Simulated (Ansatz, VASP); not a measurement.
# One calculation of Al2Ru, two programs

INCAR

```
ALGO = Fast
EDIFF = 1E-6
ENCUT = 520
GGA = PS
ISIF = 2
ISMEAR = 1
LASPH = T
LCHARG = F
LREAL = F
LWAVE = F
NBANDS = 17
NELM = 100
PREC = Accurate
SIGMA = 0.01
```

KPOINTS

```
k-points
0
Gamma
  18 18 18
```

File POSCAR:

```
Al2Ru
1.0
   -1.5604216200      1.5604216200      4.2218055900
    1.5604216200     -1.5604216200      4.2218055900
    1.5604216200      1.5604216200     -4.2218055900
Al Ru
2 1
Direct
    0.6592021900      0.6592021900      0.0000000000
    0.3407978100      0.3407978100      0.0000000000
    0.0000000000      0.0000000000      0.0000000000
```

Input for Ansatz:

```yaml
crystal:
  lattice:
    - [-1.56042162, 1.56042162, 4.22180559]
    - [1.56042162, -1.56042162, 4.22180559]
    - [1.56042162, 1.56042162, -4.22180559]
  atoms:
    - { symbol: Al, position: [0.65920219, 0.65920219, 0.0] }
    - { symbol: Al, position: [0.34079781, 0.34079781, 0.0] }
    - { symbol: Ru, position: [0.0, 0.0, 0.0] }
basis:
  ecutwfc: 420
kpoints:
  mp_grid: { grid: [18, 18, 18] }
hamiltonian:
  xc: pbesol
scf:
  occupations: { method: cold, width: 0.01 }
output:
  forces: true
  stress: true
  eigenvalues: true
```

Alike in both runs: task single point; functional PBEsol; k mesh 18 × 18 × 18; no spin polarisation.

```csv
,VASP,Ansatz
version,VASP 6.6.1,Ansatz 0.2.0
potentials or method,"VASP PAW PBE potentials, release 64 (Al, Ru_pv), cutoff 520 eV","scalar-relativistic, plane waves, PAW"
occupations,"methfessel-paxton of order 1, width 0.01 eV","cold, width 0.01 eV"
valence electrons in the cell,20,22
```

```csv
,VASP,Ansatz,Ansatz less VASP
gap on the k mesh at the Fermi level (eV),none,none,-
pressure (GPa),-0.4,-0.4,-0.08
"traceless stress, the component that is largest in VASP (GPa)",-0.36,-0.38,-0.025
rms of the force components (eV/Å),0.018,0.019,+0.0004
```

VASP's potentials were made for PBE, not for PBEsol. Atom by atom the forces differ by 0.000 eV/Å (rms over components). A gap of «none» marks a metal or a gap that the smearing closes. VASP's potentials hold 20 valence electrons a cell and Ansatz's 22, so a difference there can come from the potentials and not from the codes.
